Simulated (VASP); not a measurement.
# SnO2 (P4_2/mnm) in VASP: notebook, part 2 of 2

VASP 6.6.1.

## (3) Electric field gradients, PBE (volume scaled by 1.06)

The input, INCAR:

```
SYSTEM = SnO2
ALGO = Normal
EDIFF = 1E-8
ENCUT = 520
GGA = PE
ISIF = 2
ISMEAR = -1
LASPH = .True.
LCHARG = .False.
LEFG = .True.
LREAL = .False.
LWAVE = .False.
NBANDS = 35
NELM = 80
PREC = Accurate
SIGMA = 0.03
```

The input, KPOINTS:

```
k-points
0
Gamma
  4 4 6
  0 0 0
```

The input, POSCAR:

```
SnO2
1.0
    4.8302628043      0.0000000000      0.0000000000
    0.0000000000      4.8302628043      0.0000000000
    0.0000000000      0.0000000000      3.2488942974
Sn O
2 4
Direct
    0.0000000000      0.0000000000      0.0000000000
    0.5000000000      0.5000000000      0.5000000000
    0.3056200000      0.3056200000      0.0000000000
    0.1943800000      0.8056200000      0.5000000000
    0.6943800000      0.6943800000      0.0000000000
    0.8056200000      0.1943800000      0.5000000000
```

Potentials or basis: VASP PAW PBE potentials, release 64 (Sn_d, O).

Run with:

```sh
$ cat potpaw_PBE.64/Sn_d/POTCAR potpaw_PBE.64/O/POTCAR > POTCAR
$ mpirun -np 1 vasp_std > vasp.out
```

OUTCAR:

```text
SYSTEM = SnO2
   EDIFF = 1E-8
   ENCUT = 520
   GGA = PE
   ISIF = 2
   ISMEAR = -1
   LASPH = .True.
   LREAL = .False.
   NELM = 80
   PREC = Accurate

 ion  position               nearest neighbor table
   1  0.000  0.000  0.000-   3 2.09   5 2.09   4 2.10   6 2.10   4 2.10   6 2.10
   2  0.500  0.500  0.500-   4 2.09   6 2.09   5 2.10   3 2.10   3 2.10   5 2.10
   3  0.306  0.306  0.000-   1 2.09   2 2.10   2 2.10
   4  0.194  0.806  0.500-   2 2.09   1 2.10   1 2.10
   5  0.694  0.694  0.000-   1 2.09   2 2.10   2 2.10
   6  0.806  0.194  0.500-   2 2.09   1 2.10   1 2.10

  LATTYP: Found a simple tetragonal cell.
 ALAT       =     4.8302628043
 C/A-ratio  =     0.6726123255

  Lattice vectors:

 A1 = (   4.8302628043,   0.0000000000,   0.0000000000)
 A2 = (   0.0000000000,   4.8302628043,   0.0000000000)
 A3 = (   0.0000000000,   0.0000000000,   3.2488942974)

Analysis of symmetry for initial positions (statically):
=====================================================================
 Subroutine PRICEL returns:
 Original cell was already a primitive cell.

 Routine SETGRP: Setting up the symmetry group for a
 simple tetragonal supercell.

 Subroutine GETGRP returns: Found 16 space group operations
 (whereof  8 operations were pure point group operations)
 out of a pool of 16 trial point group operations.

The static configuration has the point symmetry D_2h.
 The point group associated with its full space group is D_4h.

Analysis of symmetry for dynamics (positions and initial velocities):
=====================================================================
 Subroutine PRICEL returns:
 Original cell was already a primitive cell.

 Routine SETGRP: Setting up the symmetry group for a
 simple tetragonal supercell.

 Subroutine GETGRP returns: Found 16 space group operations
 (whereof  8 operations were pure point group operations)
 out of a pool of 16 trial point group operations.

The dynamic configuration has the point symmetry D_2h.
 The point group associated with its full space group is D_4h.

 Subroutine INISYM returns: Found 16 space group operations
 (whereof  8 operations are pure point group operations),
 and found     1 'primitive' translations

----------------------------------------------------------------------------------------

                                     Primitive cell

  volume of cell :      75.8014

  direct lattice vectors                    reciprocal lattice vectors
     4.830262804  0.000000000  0.000000000     0.207028073  0.000000000  0.000000000
     0.000000000  4.830262804  0.000000000     0.000000000  0.207028073  0.000000000
     0.000000000  0.000000000  3.248894297     0.000000000  0.000000000  0.307797025

  length of vectors
     4.830262804  4.830262804  3.248894297     0.207028073  0.207028073  0.307797025

  position of ions in fractional coordinates (direct lattice)
     0.000000000  0.000000000  0.000000000
[... 107 lines left out ...]
  Fermi-wavevector in a.u.,A,eV,Ry     =   1.443833  2.728448 28.363429  2.084653
  Thomas-Fermi vector in A             =   2.562196
   LORBIT       =      0    0 simple, 1 ext, 2 COOP (PROOUT), +10 PAW based schemes
   GGA     = PE    functional components
   LHFCALC =     F    Hartree Fock is set to
   AEXX    =    0.0000 exact exchange contribution
   IVDW    =     0    specifies the selected vdW correction
   LEPSILON=     F    determine dielectric tensor
   LRPA    =     F    only Hartree local field effects (RPA)
 non-spin polarized calculation
  energy-cutoff  :      520.00
  volume of cell :       75.80
 maximum number of plane-waves:      2076
 NGX is ok and might be reduce to    36
   NGX = 17   NGY = 17   NGZ = 13

 number of electron      51.9999997 magnetization

 Free energy of the ion-electron system (eV)
  ---------------------------------------------------
  ext. energy  EPLUGINS =         0.00000000
  ---------------------------------------------------
  free energy    TOTEN  =       -37.30808605 eV

  energy without entropy =      -37.30808530  energy(sigma->0) =      -37.30808567

 E-fermi :   5.7804     XC(G=0): -10.9554

 val. band max:        5.4863438716   @ k =   0.0000   0.0000   0.0000
 cond. band min:       6.0743293121   @ k =   0.0000   0.0000   0.0000
 fundamental gap:      0.5879854405
 Fermi energy:         5.7803752429

 k-point     1 :       0.0000    0.0000    0.0000
  band No.  band energies     occupation
      1     -15.5512      2.00000
      2     -14.8863      2.00000
      3     -14.7146      2.00000
      4     -14.6843      2.00000
      5     -14.6843      2.00000
      6     -14.6288      2.00000
[... 901 lines left out ...]
     34      16.0096      0.00000
     35      18.2806      0.00000

------------------------ aborting loop because EDIFF is reached ----------------------------------------

  FORCE on cell =-STRESS in cart. coord.  units (eV):
  Direction    XX          YY          ZZ          XY          YZ          ZX
  --------------------------------------------------------------------------------------
  -------------------------------------------------------------------------------------
  Total       -0.1367996     -0.1367996     -0.4592893     -0.0000000      0.0000000      0.0000000
  in kB       -2.8914666     -2.8914666     -9.7077773     -0.0000000      0.0000000      0.0000000
  external PRESSURE =      -5.1635702 kB  Pullay stress =       0.0000000 kB

 VOLUME and BASIS-vectors are now :
 -----------------------------------------------------------------------------
  energy-cutoff  :      520.00
  volume of cell :       75.80
      direct lattice vectors                 reciprocal lattice vectors
     4.830262804  0.000000000  0.000000000     0.207028073  0.000000000  0.000000000
     0.000000000  4.830262804  0.000000000     0.000000000  0.207028073  0.000000000
     0.000000000  0.000000000  3.248894297     0.000000000  0.000000000  0.307797025

 POSITION                                       TOTAL-FORCE (eV/Angst)
 -----------------------------------------------------------------------------------
      0.00000      0.00000      0.00000         0.000000     -0.000000     -0.000000
      2.41513      2.41513      1.62445         0.000000     -0.000000     -0.000000
      1.47622      1.47622      0.00000         0.095995      0.095995      0.000000
      0.93891      3.89136      1.62445        -0.095995      0.095995     -0.000000
      3.35404      3.35404      0.00000        -0.095995     -0.095995     -0.000000
      3.89136      0.93891      1.62445         0.095995     -0.095995     -0.000000
 -----------------------------------------------------------------------------------
    total drift:                                0.000000      0.000000      0.000000

  FREE ENERGIE OF THE ION-ELECTRON SYSTEM (eV)
  ---------------------------------------------------
  free  energy   TOTEN  =       -37.3080860487 eV

  energy  without entropy=      -37.3080852983  energy(sigma->0) =      -37.30808567

 Electric field gradients (V/A^2)
---------------------------------------------------------------------
 ion       V_xx      V_yy      V_zz      V_xy      V_xz      V_yz
---------------------------------------------------------------------
   1      22.953    22.953   -45.906   -27.062    -0.000     0.000
   2      22.953    22.953   -45.906    27.062    -0.000     0.000
   3     -24.326   -24.326    48.652    89.871     0.000    -0.000
   4     -24.326   -24.326    48.652   -89.871    -0.000     0.000
   5     -24.326   -24.326    48.652    89.871    -0.000     0.000
   6     -24.326   -24.326    48.652   -89.871     0.000     0.000
---------------------------------------------------------------------

 Electric field gradients after diagonalization (V/A^2)
 (convention: |V_zz| > |V_xx| > |V_yy|)
----------------------------------------------------------------------
 ion       V_xx      V_yy      V_zz     asymmetry (V_yy - V_xx)/ V_zz
----------------------------------------------------------------------
   1     -45.906    -4.109    50.015       0.836
   2     -45.906    -4.109    50.015       0.836
   3      65.545    48.652  -114.197       0.148
   4      65.545    48.652  -114.197       0.148
   5      65.545    48.652  -114.197       0.148
   6      65.545    48.652  -114.197       0.148
----------------------------------------------------------------------

           NMR quadrupolar parameters

 Cq : quadrupolar parameter    Cq=e*Q*V_zz/h
 eta: asymmetry parameters     (V_yy - V_xx)/ V_zz
 Q  : nuclear electric quadrupole moment in mb (millibarn)
----------------------------------------------------------------------
 ion       Cq(MHz)       eta       Q (mb)
----------------------------------------------------------------------
   1       0.121       0.836       1.000
   2       0.121       0.836       1.000
   3      -0.276       0.148       1.000
   4      -0.276       0.148       1.000
   5      -0.276       0.148       1.000
   6      -0.276       0.148       1.000
----------------------------------------------------------------------
```

OSZICAR:

```text
N       E                     dE             d eps       ncg     rms          rms(c)
DAV:   1     0.642354126119E+03    0.64235E+03   -0.25558E+04  1858   0.227E+03
DAV:   2     0.645288821924E+02   -0.57783E+03   -0.54413E+03  1776   0.614E+02
DAV:   3    -0.376257332479E+02   -0.10215E+03   -0.10027E+03  1816   0.212E+02
DAV:   4    -0.432874255077E+02   -0.56617E+01   -0.56125E+01  2108   0.536E+01
DAV:   5    -0.434348312267E+02   -0.14741E+00   -0.14719E+00  2124   0.918E+00    0.156E+01
DAV:   6    -0.372386763891E+02    0.61962E+01   -0.17609E+01  2629   0.639E+01    0.602E+00
DAV:   7    -0.373395779880E+02   -0.10090E+00   -0.20021E+00  1880   0.783E+00    0.317E+00
DAV:   8    -0.373151901721E+02    0.24388E-01   -0.18800E-01  2537   0.379E+00    0.741E-01
DAV:   9    -0.373072002158E+02    0.79900E-02   -0.35058E-02  2697   0.275E+00    0.129E-01
DAV:  10    -0.373080123398E+02   -0.81212E-03   -0.42242E-03  2179   0.584E-01    0.451E-02
DAV:  11    -0.373080877457E+02   -0.75406E-04   -0.20514E-04  2579   0.126E-01    0.200E-02
DAV:  12    -0.373080888778E+02   -0.11321E-05   -0.14804E-05  2511   0.292E-02    0.133E-02
DAV:  13    -0.373080856046E+02    0.32731E-05   -0.95867E-06  2390   0.368E-02    0.275E-03
DAV:  14    -0.373080858976E+02   -0.29297E-06   -0.70905E-07  1977   0.586E-03    0.148E-03
DAV:  15    -0.373080860021E+02   -0.10452E-06   -0.32758E-08  2012   0.137E-03    0.765E-04
DAV:  16    -0.373080860564E+02   -0.54298E-07   -0.53084E-09  1154   0.138E-03    0.853E-05
DAV:  17    -0.373080860487E+02    0.77362E-08   -0.23180E-09  1041   0.407E-04
   1 F= -.37308086E+02 E0= -.37308086E+02  d E =-.750369E-06
```

Wall time 44 s (1 thread of AMD EPYC 7R13 (Zen 3), shared host); peak memory 0.17 GiB.

Results:

```
Free energy            : -37.3081 eV
Pressure               : -0.5 GPa
Largest force          : 0.136 eV/Å
Band gap on the k mesh : 0.59 eV, direct
```

Forces on the atoms (eV/Å):
```
Sn   0.000  0.000  0.000
Sn   0.000  0.000  0.000
O    0.096  0.096  0.000
O   -0.096  0.096  0.000
O   -0.096 -0.096  0.000
O    0.096 -0.096  0.000
```

Electric field gradients, principal values (V/Å²):
```
atom   least   middle  greatest (by size)
1 Sn  -4.109  -45.906              50.015
2 Sn  -4.109  -45.906              50.015
 3 O  48.652   65.545            -114.197
 4 O  48.652   65.545            -114.197
 5 O  48.652   65.545            -114.197
 6 O  48.652   65.545            -114.197
```

Caveat: without QUAD_EFG the Cq values of the log hold for a quadrupole moment of 1 mb, not for the nuclei; spin-orbit coupling is left out, which moves the levels of the heavy elements.

## (4) Electric field gradients, PBE (volume scaled by 1.06)

The input, INCAR:

```
PREC = Accurate
ENCUT = 520
EDIFF = 1E-8
ISMEAR = -1
SIGMA = 0.03
LREAL = F
LASPH = T
NELM = 80
ALGO = Normal
ISIF = 2
LWAVE = F
LCHARG = F
GGA = PE
LEFG = T
NBANDS = 35
```

The input, KPOINTS:

```
Automatic mesh
0
Gamma
  4 4 6
```

POSCAR is that of step 3.

Potentials or basis: VASP PAW PBE potentials, release 64 (Sn_d, O).

Run with:

```sh
$ cat potpaw_PBE.64/Sn_d/POTCAR potpaw_PBE.64/O/POTCAR > POTCAR
$ mpirun -np 1 vasp_std > vasp.out
```

OUTCAR:

```text
PREC = Accurate
   ENCUT = 520
   EDIFF = 1E-8
   ISMEAR = -1
   LREAL = F
   LASPH = T
   NELM = 80
   ISIF = 2
   GGA = PE

 ion  position               nearest neighbor table
   1  0.000  0.000  0.000-   3 2.09   5 2.09   4 2.10   6 2.10   4 2.10   6 2.10
   2  0.500  0.500  0.500-   4 2.09   6 2.09   5 2.10   3 2.10   3 2.10   5 2.10
   3  0.306  0.306  0.000-   1 2.09   2 2.10   2 2.10
   4  0.194  0.806  0.500-   2 2.09   1 2.10   1 2.10
   5  0.694  0.694  0.000-   1 2.09   2 2.10   2 2.10
   6  0.806  0.194  0.500-   2 2.09   1 2.10   1 2.10

  LATTYP: Found a simple tetragonal cell.
 ALAT       =     4.8302628043
 C/A-ratio  =     0.6726123255
[... 1150 lines left out ...]
   2      22.953    22.953   -45.906    27.062    -0.000     0.000
   3     -24.326   -24.326    48.652    89.871     0.000    -0.000
   4     -24.326   -24.326    48.652   -89.871    -0.000     0.000
   5     -24.326   -24.326    48.652    89.871    -0.000     0.000
   6     -24.326   -24.326    48.652   -89.871     0.000     0.000
---------------------------------------------------------------------

 Electric field gradients after diagonalization (V/A^2)
 (convention: |V_zz| > |V_xx| > |V_yy|)
----------------------------------------------------------------------
 ion       V_xx      V_yy      V_zz     asymmetry (V_yy - V_xx)/ V_zz
----------------------------------------------------------------------
   1     -45.906    -4.109    50.015       0.836
   2     -45.906    -4.109    50.015       0.836
   3      65.545    48.652  -114.197       0.148
   4      65.545    48.652  -114.197       0.148
   5      65.545    48.652  -114.197       0.148
   6      65.545    48.652  -114.197       0.148
----------------------------------------------------------------------

           NMR quadrupolar parameters

 Cq : quadrupolar parameter    Cq=e*Q*V_zz/h
 eta: asymmetry parameters     (V_yy - V_xx)/ V_zz
 Q  : nuclear electric quadrupole moment in mb (millibarn)
----------------------------------------------------------------------
 ion       Cq(MHz)       eta       Q (mb)
----------------------------------------------------------------------
   1       0.121       0.836       1.000
   2       0.121       0.836       1.000
   3      -0.276       0.148       1.000
   4      -0.276       0.148       1.000
   5      -0.276       0.148       1.000
   6      -0.276       0.148       1.000
----------------------------------------------------------------------
```

OSZICAR:

```text
N       E                     dE             d eps       ncg     rms          rms(c)
DAV:   1     0.642354126119E+03    0.64235E+03   -0.25558E+04  1858   0.227E+03
DAV:   2     0.645288821924E+02   -0.57783E+03   -0.54413E+03  1776   0.614E+02
DAV:   3    -0.376257332479E+02   -0.10215E+03   -0.10027E+03  1816   0.212E+02
DAV:   4    -0.432874255077E+02   -0.56617E+01   -0.56125E+01  2108   0.536E+01
DAV:   5    -0.434348312267E+02   -0.14741E+00   -0.14719E+00  2124   0.918E+00    0.156E+01
DAV:   6    -0.372386763891E+02    0.61962E+01   -0.17609E+01  2629   0.639E+01    0.602E+00
DAV:   7    -0.373395779880E+02   -0.10090E+00   -0.20021E+00  1880   0.783E+00    0.317E+00
DAV:   8    -0.373151901721E+02    0.24388E-01   -0.18800E-01  2537   0.379E+00    0.741E-01
DAV:   9    -0.373072002158E+02    0.79900E-02   -0.35058E-02  2697   0.275E+00    0.129E-01
DAV:  10    -0.373080123398E+02   -0.81212E-03   -0.42242E-03  2179   0.584E-01    0.451E-02
DAV:  11    -0.373080877457E+02   -0.75406E-04   -0.20514E-04  2579   0.126E-01    0.200E-02
DAV:  12    -0.373080888778E+02   -0.11321E-05   -0.14804E-05  2511   0.292E-02    0.133E-02
DAV:  13    -0.373080856046E+02    0.32731E-05   -0.95867E-06  2390   0.368E-02    0.275E-03
DAV:  14    -0.373080858976E+02   -0.29297E-06   -0.70905E-07  1977   0.586E-03    0.148E-03
DAV:  15    -0.373080860021E+02   -0.10452E-06   -0.32758E-08  2012   0.137E-03    0.765E-04
DAV:  16    -0.373080860564E+02   -0.54298E-07   -0.53084E-09  1154   0.138E-03    0.853E-05
DAV:  17    -0.373080860487E+02    0.77362E-08   -0.23180E-09  1041   0.407E-04
   1 F= -.37308086E+02 E0= -.37308086E+02  d E =-.750369E-06
```

stdout:

```text
POSCAR found type information on POSCAR SnO
 POSCAR found :  2 types and       6 ions
 scaLAPACK will be used
 LDA part: xc-table for (Slater+PW92), standard interpolation
 POSCAR, INCAR and KPOINTS ok, starting setup
 FFT: planning ... GRIDC
 FFT: planning ... GRID_SOFT
 FFT: planning ... GRID
 WAVECAR not read
 entering main loop
ion   1

ion   2

ion   3

ion   4

ion   5

ion   6
```

It took 43 s on 1 thread of AMD EPYC 7R13 (Zen 3), shared host; peak memory 0.17 GiB.

Results:

| Property | Result |
| --- | --- |
| Free energy | -37.3081 eV |
| Pressure | -0.5 GPa |
| Largest force | 0.136 eV/Å |
| Band gap on the k mesh | 0.59 eV, direct |

Forces in eV/Å, atoms in the order of the input:
```
Sn   0.000  0.000  0.000
Sn   0.000  0.000  0.000
O    0.096  0.096  0.000
O   -0.096  0.096  0.000
O   -0.096 -0.096  0.000
O    0.096 -0.096  0.000
```

Levels at points of the mesh, in eV from the valence-band top:
```tsv
k point	band 23	band 24	band 25	band 26	band 27	band 28	band 29	band 30
(0.00, 0.00, 0.00)	-1.27	-0.74	-0.74	0.00	0.59	5.65	6.00	6.00
(0.50, 0.00, 0.00)	-1.22	-1.22	-0.60	-0.60	3.83	3.83	6.77	6.77
(0.50, 0.50, 0.00)	-1.34	-1.34	-0.85	-0.85	4.23	4.23	7.11	7.11
(0.00, 0.00, 0.50)	-1.52	-1.52	-1.17	-1.17	5.50	5.50	9.31	9.31
(0.50, 0.00, 0.50)	-1.01	-1.01	-0.75	-0.75	5.77	5.77	7.57	7.57
(0.50, 0.50, 0.50)	-0.90	-0.90	-0.77	-0.77	4.25	4.25	8.62	8.62
```

Electric field gradients, principal values (V/Å²):
```csv
atom,least,middle,greatest (by size)
1 Sn,-4.109,-45.906,50.015
2 Sn,-4.109,-45.906,50.015
3 O,48.652,65.545,-114.197
4 O,48.652,65.545,-114.197
5 O,48.652,65.545,-114.197
6 O,48.652,65.545,-114.197
```

Caveat: without QUAD_EFG the Cq values of the log hold for a quadrupole moment of 1 mb, not for the nuclei; spin-orbit coupling is left out, which moves the levels of the heavy elements.
